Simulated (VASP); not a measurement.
Input of a VASP 6.6.1 run:

Contents of INCAR:

```
SYSTEM = GaH6
PREC = Accurate ; ENCUT = 520
EDIFF = 1E-6 ; ISMEAR = 0
SIGMA = 0.1 ; LREAL = .FALSE.
LASPH = .TRUE. ; NELM = 100
ALGO = Normal ; ISIF = 2
LWAVE = .FALSE. ; LCHARG = .FALSE.
GGA = PE ; NBANDS = 18
```

The input KPOINTS:

```
Automatic mesh
0
G
  8 8 8
  0 0 0
```

Contents of POSCAR:

```
GaH6
1.0
    4.7932736890      0.0000000000      0.0000000000
    0.0000000000      4.7932736890      0.0000000000
    0.0000000000      0.0000000000      4.7932736890
Ga H
1 6
Direct
    0.0000000000      0.0000000000      0.0000000000
    0.5000000000      0.5000000000      0.0784497832
    0.5000000000      0.5000000000      0.9215502168
    0.0784497832      0.5000000000      0.5000000000
    0.9215502168      0.5000000000      0.5000000000
    0.5000000000      0.0784497832      0.5000000000
    0.5000000000      0.9215502168      0.5000000000
```

Potentials or basis: VASP PAW PBE potentials, release 64 (Ga_d, H).

The run is started by

```sh
$ cat potpaw_PBE.64/Ga_d/POTCAR potpaw_PBE.64/H/POTCAR > POTCAR
$ mpirun -np 1 vasp_std > vasp.out
```

What does it give for the pressure?

-0.1 GPa.

Predict the largest force.

0.013 eV/Å.

Forces in eV/Å, atoms in the order of the input:
```
Ga   0.000  0.000  0.000
H    0.000  0.000 -0.013
H    0.000  0.000  0.013
H   -0.013  0.000  0.000
H    0.013  0.000  0.000
H    0.000 -0.013  0.000
H    0.000  0.013  0.000
```
